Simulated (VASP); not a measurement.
# AgCl (I4/mmm) in VASP: further runs

Runs on AgCl. Level: PBEsol. Tasks: electric field gradients.

Everything below comes from runs of VASP 6.6.1. Logs are shortened: lines on timing, memory, paths and dates and some standing lists are left out, and cuts for length are marked.

## 1. The cell of the first run

It takes space group I4/mmm (No. 139, tetragonal). Conventional cell: a = 3.843 Å, b = 3.843 Å, c = 5.546 Å, α = 90.00°, β = 90.00°, γ = 90.00°. Ag (site symmetry 4/mmm) has 6 Cl at 2.72 to 2.77 Å within 3.6 Å. Cl (site symmetry 4/mmm) has 6 Ag at 2.72 to 2.77 Å within 3.6 Å.

## 2. Electric field gradients, PBEsol (equal xx and yy strain of -2 %)

The input, INCAR:

```
SYSTEM = AgCl
  ALGO = Normal
  EDIFF = 1E-8
  ENCUT = 520
  GGA = PS
  ISIF = 2
  ISMEAR = -1
  LASPH = .True.
  LCHARG = .False.
  LEFG = .True.
  LREAL = .False.
  LWAVE = .False.
  NBANDS = 16
  NELM = 80
  PREC = Accurate
  SIGMA = 0.01
```

The input, KPOINTS:

```
k-points
0
Gamma
  9 9 9
  0 0 0
```

The input, POSCAR:

```
AgCl
1.0
    0.0000000000      2.7176870000      2.7731500000
    2.7176870000      0.0000000000      2.7731500000
    2.7176870000      2.7176870000      0.0000000000
Ag Cl
1 1
Direct
    0.5000000000      0.5000000000      0.5000000000
    0.0000000000      0.0000000000      0.0000000000
```

Potentials or basis: VASP PAW PBE potentials, release 64 (Ag, Cl).

The run is started by

```sh
> cat potpaw_PBE.64/Ag/POTCAR potpaw_PBE.64/Cl/POTCAR > POTCAR
> mpirun -np 1 vasp_std > vasp.out
```

OUTCAR:

```text
SYSTEM = AgCl
   EDIFF = 1E-8
   ENCUT = 520
   GGA = PS
   ISIF = 2
   ISMEAR = -1
   LASPH = .True.
   LREAL = .False.
   NELM = 80
   PREC = Accurate

 ion  position               nearest neighbor table
   1  0.500  0.500  0.500-   2 2.72   2 2.72   2 2.72   2 2.72   2 2.77   2 2.77
   2  0.000  0.000  0.000-   1 2.72   1 2.72   1 2.72   1 2.72   1 2.77   1 2.77

  LATTYP: Found a body centered tetragonal cell.
 ALAT       =     3.8433898137
 C/A-ratio  =     1.4430750636

  Lattice vectors:

 A1 = (  -2.7176870000,   0.0000000000,   2.7731500000)
 A2 = (   2.7176870000,   0.0000000000,   2.7731500000)
 A3 = (   0.0000000000,   2.7176870000,  -2.7731500000)

Analysis of symmetry for initial positions (statically):
=====================================================================
 Subroutine PRICEL returns:
 Original cell was already a primitive cell.

 Routine SETGRP: Setting up the symmetry group for a
 body centered tetragonal supercell.

 Subroutine GETGRP returns: Found 16 space group operations
 (whereof 16 operations were pure point group operations)
 out of a pool of 16 trial point group operations.

The static configuration has the point symmetry D_4h.

Analysis of symmetry for dynamics (positions and initial velocities):
=====================================================================
 Subroutine PRICEL returns:
 Original cell was already a primitive cell.

 Routine SETGRP: Setting up the symmetry group for a
 body centered tetragonal supercell.

 Subroutine GETGRP returns: Found 16 space group operations
 (whereof 16 operations were pure point group operations)
 out of a pool of 16 trial point group operations.

The dynamic configuration has the point symmetry D_4h.

 Subroutine INISYM returns: Found 16 space group operations
 (whereof 16 operations are pure point group operations),
 and found     1 'primitive' translations

----------------------------------------------------------------------------------------

                                     Primitive cell

  volume of cell :      40.9640

  direct lattice vectors                    reciprocal lattice vectors
     0.000000000  2.717687000  2.773150000    -0.183979980  0.183979980  0.180300380
     2.717687000  0.000000000  2.773150000     0.183979980 -0.183979980  0.180300380
     2.717687000  2.717687000  0.000000000     0.183979980  0.183979980 -0.180300380

  length of vectors
     3.882806144  3.882806144  3.843389814     0.316552513  0.316552513  0.316552513

  position of ions in fractional coordinates (direct lattice)
     0.500000000  0.500000000  0.500000000
     0.000000000  0.000000000  0.000000000

  ion indices of the primitive-cell ions
   primitive index   ion index
                 1           1
                 2           2

----------------------------------------------------------------------------------------

 KPOINTS: k-points

Automatic generation of k-mesh.
 Grid dimensions read from file:
 generate k-points for:    9    9    9

 Generating k-lattice:

  Cartesian coordinates                     Fractional coordinates (reciprocal lattice)
    -0.020442220  0.020442220  0.020033376     0.111111111  0.000000000  0.000000000
     0.020442220 -0.020442220  0.020033376     0.000000000  0.111111111  0.000000000
     0.020442220  0.020442220 -0.020033376     0.000000000  0.000000000  0.111111111

  Length of vectors
     0.035172501  0.035172501  0.035172501

  Shift w.r.t. Gamma in fractional coordinates (k-lattice)
     0.000000000  0.000000000  0.000000000

 Subroutine IBZKPT returns following result:
 ===========================================

 Found     75 irreducible k-points:

 Following reciprocal coordinates:
            Coordinates               Weight
  0.000000  0.000000  0.000000      1.000000
  0.111111  0.000000  0.000000      8.000000
  0.222222  0.000000  0.000000      8.000000
  0.333333  0.000000  0.000000      8.000000
  0.444444  0.000000  0.000000      8.000000
  0.111111  0.111111  0.000000      2.000000
[... 16 lines left out ...]
 -0.333333  0.333333  0.000000      4.000000
  0.444444  0.444444  0.000000      2.000000
 [... further k-points ...]
   k-points           NKPTS =     75   k-points in BZ     NKDIM =     75   number of bands    NBANDS=     16
   number of dos      NEDOS =    301   number of ions     NIONS =      2
   total plane-waves  NPLWV =  27000
   dimension x,y,z NGX =    30 NGY =   30 NGZ =   30
   dimension x,y,z NGXF=    60 NGYF=   60 NGZF=   60
   ions per type =               1   1
   NGX,Y,Z   is equivalent  to a cutoff of  12.84, 12.84, 12.98 a.u.
   NGXF,Y,Z  is equivalent  to a cutoff of  25.69, 25.69, 25.95 a.u.
 SYSTEM =  AgCl
   PREC   = accura    normal or accurate (medium, high low for compatibility)
   ISTART =      0    job   : 0-new  1-cont  2-samecut
   ICHARG =      2    charge: 1-file 2-atom 10-const
   ISPIN  =      1    spin polarized calculation?
   LNONCOLLINEAR =      F non collinear calculations
   LSORBIT =      F    spin-orbit coupling
   LASPH  =      T    aspherical Exc in radial PAW
   ENCUT  =  520.0 eV  38.22 Ry    6.18 a.u.   7.22  7.22  7.15*2*pi/ulx,y,z
   NELM   =     80;   NELMIN=  2; NELMDL= -5     # of ELM steps
   EDIFF  = 0.1E-07   stopping-criterion for ELM
   LREAL  =      F    real-space projection
   EDIFFG = 0.1E-06   stopping-criterion for IOM
   NSW    =      0    number of steps for IOM
   IBRION =     -1    ionic relax: 0-MD 1-quasi-New 2-CG
   NFREE  =      0    steps in history (QN), initial steepest desc. (CG)
   ISIF   =      2    stress and relaxation
   ISYM   =      2    0-nonsym 1-usesym 2-fastsym
   POTIM  = 0.5000    time-step for ionic-motion
   TEBEG  =    0.0;   TEEND  =   0.0 temperature during run
   PSTRESS=    0.0 pullay stress
   NELECT =      18.0000    total number of electrons
   NUPDOWN=      -1.0000    fix difference up-down
   EMIN   =  10.00;   EMAX   =-10.00  energy-range for DOS
   EFERMI =   0.00;   METHOD = LEGACY
   ISMEAR =    -1;   SIGMA  =   0.01  broadening in eV -4-tet -1-fermi 0-gaus
   EFERMI_NEDOS =   21; number of points for ismear=-14 and -15
   IALGO  =     38    algorithm
   IMIX   =      4    mixing-type and parameters
     AMIX     =   0.40;   BMIX     =  1.00
     AMIX_MAG =   1.60;   BMIX_MAG =  1.00
  volume/ion in A,a.u.               =      20.48       138.22
  Fermi-wavevector in a.u.,A,eV,Ry     =   1.244605  2.351963 21.075995  1.549042
  Thomas-Fermi vector in A             =   2.378864
   LORBIT       =      0    0 simple, 1 ext, 2 COOP (PROOUT), +10 PAW based schemes
   GGA     = PS    functional components
   LHFCALC =     F    Hartree Fock is set to
   AEXX    =    0.0000 exact exchange contribution
   IVDW    =     0    specifies the selected vdW correction
   LEPSILON=     F    determine dielectric tensor
   LRPA    =     F    only Hartree local field effects (RPA)
 non-spin polarized calculation
  energy-cutoff  :      520.00
  volume of cell :       40.96
 maximum number of plane-waves:      1115
 NGX is ok and might be reduce to    30
   NGX = 15   NGY = 15   NGZ = 15

 number of electron      18.0000004 magnetization

 Free energy of the ion-electron system (eV)
  ---------------------------------------------------
  ext. energy  EPLUGINS =         0.00000000
  ---------------------------------------------------
  free energy    TOTEN  =        -6.05883867 eV

  energy without entropy =       -6.05883867  energy(sigma->0) =       -6.05883867

 E-fermi :   4.5054     XC(G=0): -10.4275

 val. band max:        4.2520334480   @ k =   0.4444   0.0000   0.0000
 cond. band min:       4.9633065510   @ k =   0.0000   0.0000   0.0000
 fundamental gap:      0.7112731029
 Fermi energy:         4.5054381482

 k-point     1 :       0.0000    0.0000    0.0000
  band No.  band energies     occupation
      1     -11.1870      2.00000
      2       1.5499      2.00000
      3       1.6064      2.00000
      4       1.6064      2.00000
      5       1.6258      2.00000
      6       1.6324      2.00000
[... 8 lines left out ...]
     15      17.3121      0.00000
     16      17.8093      0.00000

 k-point     2 :       0.1111    0.0000    0.0000
  band No.  band energies     occupation
      1     -11.1323      2.00000
      2       0.9325      2.00000
      3       0.9576      2.00000
      4       1.0114      2.00000
      5       1.6237      2.00000
      6       1.6514      2.00000
[... 8 lines left out ...]
     15      16.4381      0.00000
     16      16.8598      0.00000

 k-point     3 :       0.2222    0.0000    0.0000
  band No.  band energies     occupation
      1     -10.9883      2.00000
      2      -0.0519      2.00000
      3       0.3787      2.00000
      4       0.4376      2.00000
      5       1.7479      2.00000
      6       1.7641      2.00000
[... 8 lines left out ...]
     15      16.3169      0.00000
     16      16.7935      0.00000

 k-point     4 :       0.3333    0.0000    0.0000
  band No.  band energies     occupation
      1     -10.8140      2.00000
      2      -0.8961      2.00000
      3      -0.0294      2.00000
      4       0.0362      2.00000
      5       1.8956      2.00000
      6       1.8971      2.00000
[... 8 lines left out ...]
     15      16.9678      0.00000
     16      17.0829      0.00000

 k-point     5 :       0.4444    0.0000    0.0000
  band No.  band energies     occupation
      1     -10.6934      2.00000
      2      -1.3726      2.00000
      3      -0.2398      2.00000
      4      -0.1712      2.00000
      5       1.9869      2.00000
      6       1.9959      2.00000
[... 8 lines left out ...]
     15      17.6938      0.00000
     16      17.8286      0.00000

 k-point     6 :       0.1111    0.1111    0.0000
  band No.  band energies     occupation
      1     -11.1198      2.00000
      2       0.5271      2.00000
      3       1.2714      2.00000
      4       1.2714      2.00000
      5       1.5072      2.00000
      6       1.6483      2.00000
[... 8 lines left out ...]
     15      17.6873      0.00000
     16      18.3711      0.00000
[... 267 lines left out ...]
 k-point    21 :       0.4444    0.3333    0.0000
  band No.  band energies     occupation
      1     -10.7138      2.00000
      2      -0.5953      2.00000
      3       0.4843      2.00000
      4       0.6293      2.00000
      5       1.4551      2.00000
      6       2.0243      2.00000
[... 8 lines left out ...]
     15      19.3607      0.00000
     16      19.8852      0.00000

 k-point    22 :      -0.4444    0.3333    0.0000
  band No.  band energies     occupation
      1     -10.6532      2.00000
      2      -0.4664      2.00000
      3      -0.1268      2.00000
      4       0.2193      2.00000
      5       1.6789      2.00000
      6       2.0843      2.00000
[... 8 lines left out ...]
     15      18.2916      0.00000
     16      19.8481      0.00000

 k-point    23 :      -0.3333    0.3333    0.0000
  band No.  band energies     occupation
      1     -10.6362      2.00000
      2      -0.7467      2.00000
      3      -0.1635      2.00000
      4      -0.0712      2.00000
      5       1.8765      2.00000
      6       2.0280      2.00000
[... 8 lines left out ...]
     15      17.2343      0.00000
     16      20.5463      0.00000

 k-point    24 :       0.4444    0.4444    0.0000
  band No.  band energies     occupation
      1     -10.6918      2.00000
      2      -0.4977      2.00000
      3       0.9429      2.00000
      4       0.9429      2.00000
      5       1.2031      2.00000
      6       1.8148      2.00000
[... 8 lines left out ...]
     15      19.6519      0.00000
     16      19.6519      0.00000

 [... further k-points ...]
[... 5 lines left out ...]
  --------------------------------------------------------------------------------------
  -------------------------------------------------------------------------------------
  Total       -0.1586556     -0.1586556     -0.2918919      0.0000000      0.0000000      0.0000000
  in kB       -6.2053150     -6.2053150    -11.4164315      0.0000000      0.0000000      0.0000000
  external PRESSURE =      -7.9423538 kB  Pullay stress =       0.0000000 kB

 VOLUME and BASIS-vectors are now :
 -----------------------------------------------------------------------------
  energy-cutoff  :      520.00
  volume of cell :       40.96
      direct lattice vectors                 reciprocal lattice vectors
     0.000000000  2.717687000  2.773150000    -0.183979980  0.183979980  0.180300380
     2.717687000  0.000000000  2.773150000     0.183979980 -0.183979980  0.180300380
     2.717687000  2.717687000  0.000000000     0.183979980  0.183979980 -0.180300380

 POSITION                                       TOTAL-FORCE (eV/Angst)
 -----------------------------------------------------------------------------------
      2.71769      2.71769      2.77315         0.000000     -0.000000     -0.000000
      0.00000      0.00000      0.00000         0.000000      0.000000      0.000000
 -----------------------------------------------------------------------------------
    total drift:                                0.000000      0.000000      0.000000

  FREE ENERGIE OF THE ION-ELECTRON SYSTEM (eV)
  ---------------------------------------------------
  free  energy   TOTEN  =        -6.0588386714 eV

  energy  without entropy=       -6.0588386714  energy(sigma->0) =       -6.05883867

 Electric field gradients (V/A^2)
---------------------------------------------------------------------
 ion       V_xx      V_yy      V_zz      V_xy      V_xz      V_yz
---------------------------------------------------------------------
   1      -6.252    -6.252    12.503    -0.002    -0.001    -0.001
   2       4.903     4.903    -9.806    -0.001    -0.001    -0.001
---------------------------------------------------------------------

 Electric field gradients after diagonalization (V/A^2)
 (convention: |V_zz| > |V_xx| > |V_yy|)
----------------------------------------------------------------------
 ion       V_xx      V_yy      V_zz     asymmetry (V_yy - V_xx)/ V_zz
----------------------------------------------------------------------
   1      -6.253    -6.250    12.503       0.000
   2       4.904     4.902    -9.806       0.000
----------------------------------------------------------------------

           NMR quadrupolar parameters

 Cq : quadrupolar parameter    Cq=e*Q*V_zz/h
 eta: asymmetry parameters     (V_yy - V_xx)/ V_zz
 Q  : nuclear electric quadrupole moment in mb (millibarn)
----------------------------------------------------------------------
 ion       Cq(MHz)       eta       Q (mb)
----------------------------------------------------------------------
   1       0.030       0.000       1.000
   2      -0.024       0.000       1.000
----------------------------------------------------------------------
```

Wall time 43 s (1 thread of Intel Xeon Platinum 8259CL at 2.50GHz (Skylake/Cascade Lake), shared host); peak memory 0.2 GiB.

What came out:

| Item | Value |
| --- | --- |
| Free energy | -6.0588 eV |
| Pressure | -0.8 GPa |
| Band gap on the k mesh | 0.71 eV, indirect (least direct gap 3.14 eV) |

Electric field gradients, principal values (V/Å²):
| atom | least | middle | greatest (by size) |
| --- | --- | --- | --- |
| 1 Ag | -6.250 | -6.253 | 12.503 |
| 2 Cl | 4.902 | 4.904 | -9.806 |

Caveat: the cell differs from its parent crystal (equal xx and yy strain of -2 %); without QUAD_EFG the Cq values of the log hold for a quadrupole moment of 1 mb, not for the nuclei; the PAW data sets were made with another functional, which shifts forces and pressure a little.

(Part 1 of 3 ends here.)
